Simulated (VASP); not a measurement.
# Bi (Im-3m) in VASP: a series of runs, part 2 of 2

VASP 6.6.1.

## Step 3: Single point, PBE (strained)

The input, INCAR:

```
PREC = Accurate
ENCUT = 520
EDIFF = 1E-6
ISMEAR = 0
SIGMA = 0.1
LREAL = False
LASPH = True
NELM = 60
ALGO = Fast
ISIF = 2
LWAVE = False
LCHARG = False
GGA = PE
NBANDS = 14
```

The input, KPOINTS:

```
regular mesh
0
Gamma
  16 16 16
```

The input, POSCAR:

```
Bi
1.0
   -1.9399393765      1.9399393765      1.9399393765
    1.9399393765     -1.9399393765      1.9399393765
    1.9399393765      1.9399393765     -1.9399393765
Bi
1
Direct
    0.0000000000      0.0000000000      0.0000000000
```

Potentials or basis: VASP PAW PBE potentials, release 64 (Bi_d).

Command:

```bash
cat potpaw_PBE.64/Bi_d/POTCAR > POTCAR
mpirun -np 1 vasp_std > vasp.out
```

OUTCAR:

```text
PREC = Accurate
   ENCUT = 520
   EDIFF = 1E-6
   ISMEAR = 0
   LREAL = False
   LASPH = True
   NELM = 60
   ISIF = 2
   GGA = PE

 ion  position               nearest neighbor table
   1  0.000  0.000  0.000-

  LATTYP: Found a body centered cubic cell.
 ALAT       =     3.8798787530

  Lattice vectors:

 A1 = (  -1.9399393765,   1.9399393765,   1.9399393765)
 A2 = (   1.9399393765,  -1.9399393765,   1.9399393765)
 A3 = (   1.9399393765,   1.9399393765,  -1.9399393765)

Analysis of symmetry for initial positions (statically):
=====================================================================
 Subroutine PRICEL returns:
 Original cell was already a primitive cell.

 Routine SETGRP: Setting up the symmetry group for a
 body centered cubic supercell.

 Subroutine GETGRP returns: Found 48 space group operations
 (whereof 48 operations were pure point group operations)
 out of a pool of 48 trial point group operations.

The static configuration has the point symmetry O_h .

Analysis of symmetry for dynamics (positions and initial velocities):
[... 170 lines left out ...]
      3     -14.3622      2.00000
      4     -14.2037      2.00000
      5     -14.2037      2.00000
      6      -5.2445      2.00000
      7      14.3315      0.00000
      8      14.3315      0.00000
      9      14.3315      0.00000
     10      18.7179      0.00000
     11      19.2205      0.00000
     12      19.2205      0.00000
     13      19.2205      0.00000
     14      20.8329      0.00000
[... 377 lines left out ...]
      1     -14.3789      2.00000
      2     -14.3144      2.00000
      3     -14.2284      2.00000
      4     -14.2199      2.00000
      5     -14.1615      2.00000
      6      -2.6356      2.00000
      7       5.6194      2.00000
      8       8.5743      1.96804
      9      11.8173      0.00000
     10      16.9643      0.00000
     11      18.3656      0.00000
     12      20.7166      0.00000
     13      22.9932      0.00000
     14      23.2129      0.00000

 [... further k-points ...]

------------------------ aborting loop because EDIFF is reached ----------------------------------------

  FORCE on cell =-STRESS in cart. coord.  units (eV):
  Direction    XX          YY          ZZ          XY          YZ          ZX
  --------------------------------------------------------------------------------------
  -------------------------------------------------------------------------------------
  Total        0.8668676      0.8668676      0.8668676      0.0000000     -0.0000000      0.0000000
  in kB       47.5596776     47.5596776     47.5596776      0.0000000     -0.0000000      0.0000000
  external PRESSURE =      47.5596776 kB  Pullay stress =       0.0000000 kB

 VOLUME and BASIS-vectors are now :
 -----------------------------------------------------------------------------
  energy-cutoff  :      520.00
  volume of cell :       29.20
      direct lattice vectors                 reciprocal lattice vectors
    -1.939939376  1.939939376  1.939939376     0.000000000  0.257740013  0.257740013
     1.939939376 -1.939939376  1.939939376     0.257740013  0.000000000  0.257740013
     1.939939376  1.939939376 -1.939939376     0.257740013  0.257740013  0.000000000

 POSITION                                       TOTAL-FORCE (eV/Angst)
 -----------------------------------------------------------------------------------
      0.00000      0.00000      0.00000         0.000000      0.000000      0.000000
 -----------------------------------------------------------------------------------
    total drift:                               -0.000000     -0.000000     -0.000000

  FREE ENERGIE OF THE ION-ELECTRON SYSTEM (eV)
  ---------------------------------------------------
  free  energy   TOTEN  =        -3.7227938460 eV

  energy  without entropy=       -3.7197386434  energy(sigma->0) =       -3.72126624
```

OSZICAR:

```text
N       E                     dE             d eps       ncg     rms          rms(c)
DAV:   1     0.114889029916E+03    0.11489E+03   -0.76490E+03  4116   0.126E+03
DAV:   2     0.297980354562E+01   -0.11191E+03   -0.10802E+03  4420   0.345E+02
DAV:   3    -0.357072083034E+01   -0.65505E+01   -0.65210E+01  5118   0.795E+01
DAV:   4    -0.372067826775E+01   -0.14996E+00   -0.14992E+00  5088   0.128E+01
DAV:   5    -0.372704249431E+01   -0.63642E-02   -0.63641E-02  5800   0.240E+00    0.468E-01
RMM:   6    -0.372329300431E+01    0.37495E-02   -0.58035E-03  4951   0.908E-01    0.277E-01
RMM:   7    -0.372265226089E+01    0.64074E-03   -0.51244E-03  4970   0.757E-01    0.784E-02
RMM:   8    -0.372276521965E+01   -0.11296E-03   -0.10408E-03  5673   0.412E-01    0.111E-02
RMM:   9    -0.372278989038E+01   -0.24671E-04   -0.27227E-04  6517   0.156E-01    0.870E-03
RMM:  10    -0.372279220334E+01   -0.23130E-05   -0.48370E-05  5675   0.960E-02    0.263E-03
RMM:  11    -0.372279352660E+01   -0.13233E-05   -0.24866E-05  6661   0.461E-02    0.211E-03
RMM:  12    -0.372279384604E+01   -0.31944E-06   -0.33274E-06  3675   0.168E-02
   1 F= -.37227938E+01 E0= -.37212662E+01  d E =-.305520E-02
```

stdout:

```text
POSCAR found type information on POSCAR Bi
 POSCAR found :  1 types and       1 ions
 scaLAPACK will be used
 LDA part: xc-table for (Slater+PW92), standard interpolation
 POSCAR, INCAR and KPOINTS ok, starting setup
 FFT: planning ... GRIDC
 FFT: planning ... GRID_SOFT
 FFT: planning ... GRID
 WAVECAR not read
 entering main loop
WARNING in EDDRMM: call to ZHEGV failed, returncode =   8  4     10
WARNING in EDDRMM: call to ZHEGV failed, returncode =   6  3     12
WARNING in EDDRMM: call to ZHEGV failed, returncode =   6  3     10
```

It took 28 s on 1 thread of Intel Xeon 6975P-C (Granite Rapids), shared host; peak memory 0.18 GiB.

Results:

| Item | Value |
| --- | --- |
| Free energy | -3.7228 eV |
| Pressure | 4.8 GPa |
| Band gap on the k mesh | zero (an odd number of electrons rules out a gap without spin polarisation) |

Levels at points of the mesh, in eV from the Fermi level:
| k point | band 3 | band 4 | band 5 | band 6 | band 7 | band 8 | band 9 | band 10 | band 11 | band 12 |
| --- | --- | --- | --- | --- | --- | --- | --- | --- | --- | --- |
| (0.00, 0.00, 0.00) | -23.09 | -22.93 | -22.93 | -13.97 | 5.61 | 5.61 | 5.61 | 9.99 | 10.49 | 10.49 |
| (0.50, 0.00, 0.00) | -22.94 | -22.94 | -22.83 | -10.55 | -5.45 | 1.71 | 3.64 | 6.22 | 7.74 | 12.78 |
| (0.50, 0.50, 0.50) | -22.85 | -22.85 | -22.85 | -8.14 | -1.94 | -1.94 | -1.94 | 3.48 | 3.48 | 15.53 |

Caveat: the cell differs from its parent crystal (strained); the cell stands under pressure; spin-orbit coupling is left out, which moves the levels of the heavy elements.
